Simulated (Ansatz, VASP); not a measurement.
Na in VASP and in Ansatz

```
CELL_PARAMETERS angstrom
3.43820 -3.43775 0.00000
3.43820 3.43775 0.00000
0.00000 0.00000 8.73172
ATOMIC_POSITIONS crystal
Na 0.50000 0.00000 0.30608
Na 0.00000 0.50000 0.69392
Na 0.00000 0.50000 0.30608
Na 0.50000 0.00000 0.69392
Na 0.00000 0.00000 0.00000
```

Alike in both runs: functional PBEsol; k mesh 8 × 8 × 4; occupations gaussian, width 0.1 eV; no spin polarisation.

Ansatz relaxed the structure, and its values are those at the end. VASP's run is a single point on that final structure, the one shown.

```csv
,VASP,Ansatz
version,VASP 6.6.1,Ansatz 0.2.0
potentials or method,"VASP PAW PBE potentials, release 64 (Na_pv), cutoff 520 eV","scalar-relativistic, plane waves, PAW"
valence electrons in the cell,35,45
```

|  | VASP | Ansatz | Ansatz less VASP |
| --- | --- | --- | --- |
| gap on the k mesh at the Fermi level (eV) | none | none | - |
| pressure (GPa) | 0.0 | 0.0 | 0.00 |
| rms of the force components (eV/Å) | 0.004 | 0.004 | +0.0001 |

VASP's potentials were made for PBE, not for PBEsol. A gap of «none» marks a metal or a gap that the smearing closes. The functional is the same, so the differences come from potentials, cutoffs and numerics. VASP's potentials hold 35 valence electrons a cell and Ansatz's 45, so a difference there can come from the potentials and not from the codes.
